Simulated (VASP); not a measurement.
Here is a VASP 6.6.1 calculation.

Contents of INCAR:

```
ALGO     = Normal         # electronic algorithm
EDIFF    = 1E-7           # SCF threshold, eV
ENCUT    = 520            # plane-wave cutoff, eV
GGA      = PS             # functional
ISIF     = 2              # what is computed and relaxed
ISMEAR   = 0              # smearing method
ISPIN    = 2              # spin polarisation
LASPH    = True           # aspherical terms in the spheres
LCHARG   = False          # write CHGCAR
LMAXMIX  = 4              # l up to which the mixer works
LORBIT   = 11             # projections on sites
LREAL    = False          # projectors in reciprocal space
LWAVE    = False          # write WAVECAR
MAGMOM   = 0 0.3 0.3 0.3  # initial moments
NBANDS   = 32             # bands
NELM     = 150            # most SCF steps
PREC     = Accurate       # precision mode
SIGMA    = 0.15           # smearing width, eV
```

KPOINTS

```
k-points
0
Gamma
  14 14 14
```

Contents of POSCAR:

```
TiCo3
1.0
    3.3518379425      0.0000000000      0.0000000000
    0.0000000000      3.3518379425      0.0000000000
    0.0000000000      0.0000000000      3.3518379425
Ti Co
1 3
Direct
    0.0000000000      0.0000000000      0.0000000000
    0.0000000000      0.5000000000      0.5000000000
    0.5000000000      0.0000000000      0.5000000000
    0.5000000000      0.5000000000      0.0000000000
```

Potentials or basis: VASP PAW PBE potentials, release 64 (Ti_sv, Co).

Command:

```console
$ cat potpaw_PBE.64/Ti_sv/POTCAR potpaw_PBE.64/Co/POTCAR > POTCAR
$ mpirun -np 1 vasp_std > vasp.out
```

**Question.** What does it give for the net moment?

**Answer.** 0.00 μB per cell.

**Question.** Estimate the pressure.

**Answer.** 50.0 GPa.

Caveat: the cell differs from its parent crystal (strain -0.050 along x and y, -0.050 along z); the cell stands under pressure; the PAW data sets were made with another functional, which shifts forces and pressure a little.
